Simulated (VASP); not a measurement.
# MnS in VASP: further runs

The runs below take MnS through single point, with PBE+U.

Everything below comes from runs of VASP 6.6.1. Logs are shortened: lines on timing, memory, paths and dates and some standing lists are left out, and cuts for length are marked.

### Step 1. The cell of the first run

Symmetry: Fm-3m, No. 225, cubic system. The conventional cell has a = 5.309 Å, b = 5.309 Å, c = 5.309 Å, α = 90.00°, β = 90.00°, γ = 90.00°. Mn (site symmetry m-3m) has 6 S at 2.65 Å within 3.5 Å. S (site symmetry m-3m) has 6 Mn at 2.65 Å within 3.5 Å.

### Step 2. Single point, PBE+U, collinear spin, antiferromagnetic start

Contents of INCAR:

```
  PREC = Accurate
  ENCUT = 520
  EDIFF = 1E-7
  ISMEAR = 0
  SIGMA = 0.05
  LREAL = F
  LASPH = T
  NELM = 150
  ALGO = Normal
  ISIF = 2
  LWAVE = F
  LCHARG = F
  ISPIN = 2
  MAGMOM = 5 -5 0 0
  LORBIT = 11
  LMAXMIX = 4
  LDAU = T
  LDAUTYPE = 2
  LDAUL = 2 -1
  LDAUU = 3.9 0
  LDAUJ = 0 0
  LDAUPRINT = 1
  GGA = PE
  NBANDS = 31
```

Contents of KPOINTS:

```
Automatic mesh
0
Gamma
  4 4 3
```

Contents of POSCAR:

```
MnS
1.0
    0.0000000000      2.6543123046     -2.6543123046
    0.0000000000      2.6543123046      2.6543123046
    5.3086246092      0.0000000000      0.0000000000
Mn S
2 2
Direct
    0.0000000000      0.0000000000      0.0000000000
    0.5000000000      0.5000000000      0.5000000000
    0.0000000000      1.0000000000      0.5000000000
    0.5000000000      1.5000000000      1.0000000000
```

Potentials or basis: VASP PAW PBE potentials, release 64 (Mn_pv, S).

The run is started by

```console
> cat potpaw_PBE.64/Mn_pv/POTCAR potpaw_PBE.64/S/POTCAR > POTCAR
> mpirun -np 1 vasp_std > vasp.out
```

OUTCAR:

```text
PREC = Accurate
   ENCUT = 520
   EDIFF = 1E-7
   ISMEAR = 0
   LREAL = F
   LASPH = T
   NELM = 150
   ISIF = 2
   ISPIN = 2
   LORBIT = 11
   GGA = PE

 ion  position               nearest neighbor table
   1  0.000  0.000  0.000-   3 2.65   4 2.65   3 2.65   4 2.65   4 2.65   4 2.65
   2  0.500  0.500  0.500-   3 2.65   4 2.65   4 2.65   3 2.65   3 2.65   3 2.65
   3  0.000  0.000  0.500-   1 2.65   2 2.65   1 2.65   2 2.65   2 2.65   2 2.65
   4  0.500  0.500  0.000-   1 2.65   2 2.65   2 2.65   1 2.65   1 2.65   1 2.65

  LATTYP: Found a simple tetragonal cell.
 ALAT       =     3.7537644599
 C/A-ratio  =     1.4142135624

  Lattice vectors:

 A1 = (   0.0000000000,   2.6543123046,  -2.6543123046)
 A2 = (   0.0000000000,   2.6543123046,   2.6543123046)
 A3 = (   5.3086246092,   0.0000000000,   0.0000000000)

Analysis of symmetry for initial positions (statically):
=====================================================================
 Subroutine PRICEL returns following result:

  LATTYP: Found a face centered cubic cell.
 ALAT       =     5.3086246092
[... 12 lines left out ...]
 Subroutine GETGRP returns: Found 16 space group operations
 (whereof 16 operations were pure point group operations)
 out of a pool of 16 trial point group operations.

The static configuration has the point symmetry D_4h.

Analysis of symmetry for dynamics (positions and initial velocities):
=====================================================================
 Subroutine PRICEL returns following result:

  LATTYP: Found a face centered cubic cell.
 ALAT       =     5.3086246092
[... 12 lines left out ...]
 Subroutine GETGRP returns: Found 16 space group operations
 (whereof 16 operations were pure point group operations)
 out of a pool of 16 trial point group operations.

The dynamic configuration has the point symmetry D_4h.

Analysis of structural, dynamic, and magnetic symmetry:
=====================================================================
 Subroutine PRICEL returns following result:

  LATTYP: Found a face centered cubic cell.
 ALAT       =     5.3086246092
[... 12 lines left out ...]
 Subroutine GETGRP returns: Found 16 space group operations
 (whereof 16 operations were pure point group operations)
 out of a pool of 16 trial point group operations.

The overall configuration has the point symmetry D_4h.

 Subroutine INISYM returns: Found 16 space group operations
 (whereof 16 operations are pure point group operations),
 and found     2 'primitive' translations

----------------------------------------------------------------------------------------

                                     Primitive cell

  volume of cell :      37.4012

  direct lattice vectors                    reciprocal lattice vectors
    -2.654312305 -2.654312305  0.000000000    -0.188372709 -0.188372709  0.188372709
    -2.654312305  0.000000000 -2.654312305    -0.188372709  0.188372709 -0.188372709
     0.000000000 -2.654312305 -2.654312305     0.188372709 -0.188372709 -0.188372709

  length of vectors
     3.753764460  3.753764460  3.753764460     0.326271103  0.326271103  0.326271103

  position of ions in fractional coordinates (direct lattice)
     0.000000000  0.000000000  0.000000000
     0.500000000  0.500000000  0.500000000

  ion indices of the primitive-cell ions
   primitive index   ion index
                 1           1
                 2           3

[... 127 lines left out ...]
  o =  0.0145  v =  0.0000  0.0000  0.0000  0.0000  0.0000  1.0000  0.0000  0.0000  0.0000  0.0000      0.0000  0.0000  0.0000  0.0000  0.0000  0.0000  0.0000  0.0000  0.0000  0.0000
  o =  0.0693  v =  0.0000  0.0000  0.0000  0.0000  0.0000  0.0000  0.0000 -0.5000 -0.0000  0.8660      0.0000  0.0000  0.0000  0.0000  0.0000  0.0000  0.0000  0.0000  0.0000  0.0000
  o =  0.0727  v =  0.0000  0.0000  0.0000  0.0000  0.0000  0.0000 -0.0000  0.8660 -0.0000  0.5000      0.0000  0.0000  0.0000  0.0000  0.0000  0.0000  0.0000  0.0000  0.0000  0.0000
  o =  0.9331  v =  0.0000 -0.0000 -0.0000 -1.0000  0.0000  0.0000  0.0000  0.0000  0.0000  0.0000      0.0000  0.0000  0.0000  0.0000  0.0000  0.0000  0.0000  0.0000  0.0000  0.0000
  o =  0.9331  v =  1.0000  0.0000  0.0000  0.0000  0.0000  0.0000  0.0000  0.0000  0.0000  0.0000      0.0000  0.0000  0.0000  0.0000  0.0000  0.0000  0.0000  0.0000  0.0000  0.0000
  o =  0.9344  v =  0.0000  1.0000 -0.0000 -0.0000 -0.0000  0.0000  0.0000  0.0000  0.0000  0.0000      0.0000  0.0000  0.0000  0.0000  0.0000  0.0000  0.0000  0.0000  0.0000  0.0000
  o =  0.9532  v =  0.0000  0.0000 -0.5000  0.0000  0.8660  0.0000  0.0000  0.0000  0.0000  0.0000      0.0000  0.0000  0.0000  0.0000  0.0000  0.0000  0.0000  0.0000  0.0000  0.0000
  o =  0.9545  v =  0.0000  0.0000  0.8660 -0.0000  0.5000  0.0000  0.0000  0.0000  0.0000  0.0000      0.0000  0.0000  0.0000  0.0000  0.0000  0.0000  0.0000  0.0000  0.0000  0.0000

atom =   2  type =  1  l = 2

 onsite density matrix

spin component  1

  0.0145  0.0000  0.0000  0.0000 -0.0000
  0.0000  0.0131  0.0000 -0.0000 -0.0000
  0.0000  0.0000  0.0718 -0.0000  0.0015
  0.0000 -0.0000 -0.0000  0.0145  0.0000
 -0.0000 -0.0000  0.0015  0.0000  0.0701

spin component  2

  0.9331 -0.0000 -0.0000 -0.0000 -0.0000
 -0.0000  0.9344  0.0000  0.0000  0.0000
 -0.0000  0.0000  0.9542  0.0000  0.0006
 -0.0000  0.0000  0.0000  0.9331 -0.0000
 -0.0000  0.0000  0.0006 -0.0000  0.9535

 occupancies and eigenvectors

  o =  0.0131  v = -0.0000  1.0000 -0.0000  0.0000  0.0000  0.0000  0.0000  0.0000  0.0000  0.0000      0.0000  0.0000  0.0000  0.0000  0.0000  0.0000  0.0000  0.0000  0.0000  0.0000
  o =  0.0145  v =  0.0007  0.0000 -0.0000 -1.0000  0.0000  0.0000  0.0000  0.0000  0.0000  0.0000      0.0000  0.0000  0.0000  0.0000  0.0000  0.0000  0.0000  0.0000  0.0000  0.0000
  o =  0.0145  v =  1.0000  0.0000 -0.0000  0.0007  0.0000  0.0000  0.0000  0.0000  0.0000  0.0000      0.0000  0.0000  0.0000  0.0000  0.0000  0.0000  0.0000  0.0000  0.0000  0.0000
  o =  0.0693  v =  0.0000 -0.0000  0.5000  0.0000 -0.8660  0.0000  0.0000  0.0000  0.0000  0.0000      0.0000  0.0000  0.0000  0.0000  0.0000  0.0000  0.0000  0.0000  0.0000  0.0000
  o =  0.0727  v = -0.0000  0.0000 -0.8660  0.0000 -0.5000  0.0000  0.0000  0.0000  0.0000  0.0000      0.0000  0.0000  0.0000  0.0000  0.0000  0.0000  0.0000  0.0000  0.0000  0.0000
  o =  0.9331  v =  0.0000  0.0000  0.0000  0.0000  0.0000  0.0000  0.0000 -0.0000 -1.0000 -0.0000      0.0000  0.0000  0.0000  0.0000  0.0000  0.0000  0.0000  0.0000  0.0000  0.0000
  o =  0.9331  v =  0.0000  0.0000  0.0000  0.0000  0.0000  1.0000  0.0000  0.0000  0.0000  0.0000      0.0000  0.0000  0.0000  0.0000  0.0000  0.0000  0.0000  0.0000  0.0000  0.0000
  o =  0.9344  v =  0.0000  0.0000  0.0000  0.0000  0.0000  0.0000 -1.0000 -0.0000 -0.0000 -0.0000      0.0000  0.0000  0.0000  0.0000  0.0000  0.0000  0.0000  0.0000  0.0000  0.0000
  o =  0.9532  v =  0.0000  0.0000  0.0000  0.0000  0.0000  0.0000  0.0000 -0.5000 -0.0000  0.8660      0.0000  0.0000  0.0000  0.0000  0.0000  0.0000  0.0000  0.0000  0.0000  0.0000
  o =  0.9545  v =  0.0000  0.0000  0.0000  0.0000  0.0000  0.0000 -0.0000  0.8660 -0.0000  0.5000      0.0000  0.0000  0.0000  0.0000  0.0000  0.0000  0.0000  0.0000  0.0000  0.0000

 number of electron      38.0000063 magnetization       0.0000000

 Free energy of the ion-electron system (eV)
  ---------------------------------------------------
  ext. energy  EPLUGINS =         0.00000000
  ---------------------------------------------------
  free energy    TOTEN  =       -25.97639836 eV

  energy without entropy =      -25.97639836  energy(sigma->0) =      -25.97639836

 E-fermi :   5.9790     XC(G=0): -10.3271

 val. band max:        5.5676914266   @ k =   0.5000   0.0000   0.0000
 cond. band min:       6.7111242545   @ k =   0.5000   0.5000   0.0000
 fundamental gap:      1.1434328278
 Fermi energy:         5.9789800307

 spin component 1

 k-point     1 :       0.0000    0.0000    0.0000
  band No.  band energies     occupation
      1     -44.9646      1.00000
      2     -44.9577      1.00000
      3     -44.9577      1.00000
      4     -40.0625      1.00000
      5     -40.0548      1.00000
      6     -40.0548      1.00000
[... 397 lines left out ...]
     30      14.5596      0.00000
     31      14.5596      0.00000
 Fermi energy:         5.9789800307

 spin component 2

 k-point     1 :       0.0000    0.0000    0.0000
  band No.  band energies     occupation
      1     -44.9646      1.00000
      2     -44.9577      1.00000
      3     -44.9577      1.00000
      4     -40.0625      1.00000
      5     -40.0548      1.00000
      6     -40.0548      1.00000
[... 397 lines left out ...]
     30      14.5596      0.00000
     31      14.5596      0.00000

------------------------ aborting loop because EDIFF is reached ----------------------------------------

  FORCE on cell =-STRESS in cart. coord.  units (eV):
  Direction    XX          YY          ZZ          XY          YZ          ZX
  --------------------------------------------------------------------------------------
  -------------------------------------------------------------------------------------
  Total       -0.5421106     -0.4022851     -0.4022851     -0.0000000      0.0000000      0.0000000
  in kB      -11.6113424     -8.6164510     -8.6164510     -0.0000000      0.0000000      0.0000000
  external PRESSURE =      -9.6147482 kB  Pullay stress =       0.0000000 kB

 VOLUME and BASIS-vectors are now :
 -----------------------------------------------------------------------------
  energy-cutoff  :      520.00
  volume of cell :       74.80
      direct lattice vectors                 reciprocal lattice vectors
     0.000000000  2.654312305 -2.654312305     0.000000000  0.188372709 -0.188372709
     0.000000000  2.654312305  2.654312305     0.000000000  0.188372709  0.188372709
     5.308624609  0.000000000  0.000000000     0.188372709  0.000000000  0.000000000

 POSITION                                       TOTAL-FORCE (eV/Angst)
 -----------------------------------------------------------------------------------
      0.00000      0.00000      0.00000         0.000000      0.000000      0.000000
      2.65431      2.65431      0.00000        -0.000000      0.000000     -0.000000
      2.65431      0.00000      0.00000         0.000000     -0.000000     -0.000000
      0.00000      2.65431      0.00000         0.000000     -0.000000      0.000000
 -----------------------------------------------------------------------------------
    total drift:                                0.000000      0.000000      0.000000

  FREE ENERGIE OF THE ION-ELECTRON SYSTEM (eV)
  ---------------------------------------------------
  free  energy   TOTEN  =       -25.9763983593 eV

  energy  without entropy=      -25.9763983593  energy(sigma->0) =      -25.97639836

 total charge

# of ion       s       p       d       tot
------------------------------------------
    1        0.208   6.153   4.876  11.236
    2        0.208   6.153   4.876  11.236
    3        1.320   2.442   0.000   3.762
    4        1.320   2.442   0.000   3.762
--------------------------------------------------
tot          3.055  17.190   9.752  29.997

 magnetization (x)

# of ion       s       p       d       tot
------------------------------------------
    1        0.040   0.033   4.514   4.588
    2       -0.040  -0.033  -4.514  -4.588
    3       -0.006  -0.021   0.000  -0.027
    4        0.006   0.021   0.000   0.027
--------------------------------------------------
tot          0.000   0.000   0.000   0.000
```

It took 58 s on 1 thread of Oxide Virtual Turin-like, shared host; peak memory 0.18 GiB.

Results:

```
Free energy                                           : -25.9764 eV
Pressure                                              : -1.0 GPa
Band gap on the k mesh                                : 1.14 eV
Net moment                                            : 0.00 μB per cell
Site moments                                          : Mn +4.59, -4.59; S -0.03, +0.03 μB
Valence electrons inside the program's atomic spheres : Mn 11.24; S 3.76
```

Stress tensor (GPa, compression positive):
```
-1.16  0.00  0.00
 0.00 -0.86  0.00
 0.00  0.00 -0.86
```

Levels at points of the mesh, in eV from the valence-band top:
Spin up:
```
           k point  band 15  band 16  band 17  band 18  band 19  band 20  band 21  band 22  band 23  band 24
(0.00, 0.00, 0.00)    -2.54    -2.54    -1.04    -1.04    -1.04     1.46     1.59     2.58     2.82     3.02
(0.50, 0.00, 0.00)    -3.28    -3.14    -2.29    -2.24     0.00     2.95     3.17     3.35     3.52     4.74
(0.50, 0.50, 0.00)    -3.92    -2.58    -2.53    -2.53    -2.49     1.14     2.10     2.10     2.66     3.10
```
Spin down:
| k point | band 17 | band 18 | band 19 | band 20 | band 21 | band 22 |
| --- | --- | --- | --- | --- | --- | --- |
| (0.00, 0.00, 0.00) | -1.04 | -1.04 | -1.04 | 1.46 | 1.59 | 2.58 |
| (0.50, 0.00, 0.00) | -2.29 | -2.24 | 0.00 | 2.95 | 3.17 | 3.35 |
| (0.50, 0.50, 0.00) | -2.53 | -2.53 | -2.49 | 1.14 | 2.10 | 2.10 |

Eigenvalues of the final occupation matrices:
| site | spin | trace | eigenvalues |
| --- | --- | --- | --- |
| site 1 d | 1 | 4.71 | 0.93 0.93 0.93 0.95 0.95 |
| site 1 d | 2 | 0.18 | 0.01 0.01 0.01 0.07 0.07 |
| site 2 d | 1 | 0.18 | 0.01 0.01 0.01 0.07 0.07 |
| site 2 d | 2 | 4.71 | 0.93 0.93 0.93 0.95 0.95 |

Caveat: the antiferromagnetic order is the one typed at the start, and another may lie lower. A k mesh can miss the band edges.

### Step 3. Single point, PBE+U, collinear spin, antiferromagnetic start

This run uses another cell than the first one, of the same volume but with other edges.

Contents of INCAR:

```
PREC = Accurate
ENCUT = 520
EDIFF = 1E-7
ISMEAR = 0
SIGMA = 0.05
LREAL = F
LASPH = T
NELM = 150
ALGO = Normal
ISIF = 2
LWAVE = F
LCHARG = F
ISPIN = 2
MAGMOM = 5 -5 0 0
LORBIT = 11
LMAXMIX = 4
LDAU = T
LDAUTYPE = 2
LDAUL = 2 -1
LDAUU = 3.9 0
LDAUJ = 0 0
LDAUPRINT = 1
GGA = PE
NBANDS = 31
```

Contents of KPOINTS:

```
regular mesh
0
Gamma
  4 4 4
```

Contents of POSCAR:

```
MnS
1.0
   -2.6543123046     -2.6543123046      5.3086246092
   -5.3086246092     -2.6543123046      2.6543123046
   -2.6543123046     -5.3086246092      2.6543123046
Mn S
2 2
Direct
    0.0000000000      0.0000000000      0.0000000000
    0.5000000000      0.5000000000      0.5000000000
    1.2500000000     -0.7500000000     -0.7500000000
    1.7500000000     -0.2500000000     -0.2500000000
```

Potentials or basis: VASP PAW PBE potentials, release 64 (Mn_pv, S).

The run is started by

```console
> cat potpaw_PBE.64/Mn_pv/POTCAR potpaw_PBE.64/S/POTCAR > POTCAR
> mpirun -np 1 vasp_std > vasp.out
```

Wall time 3.8 min (1 thread of Oxide Virtual Turin-like, shared host); peak memory 0.37 GiB.

The run converged, but its numbers aren't listed here, since they failed a check.

Caveat: the k points lie up to 0.49 Å⁻¹ apart; the result breaks the symmetry of the cell; the antiferromagnetic order is the one typed at the start, and another may lie lower.

(Part 1 of 2 ends here.)
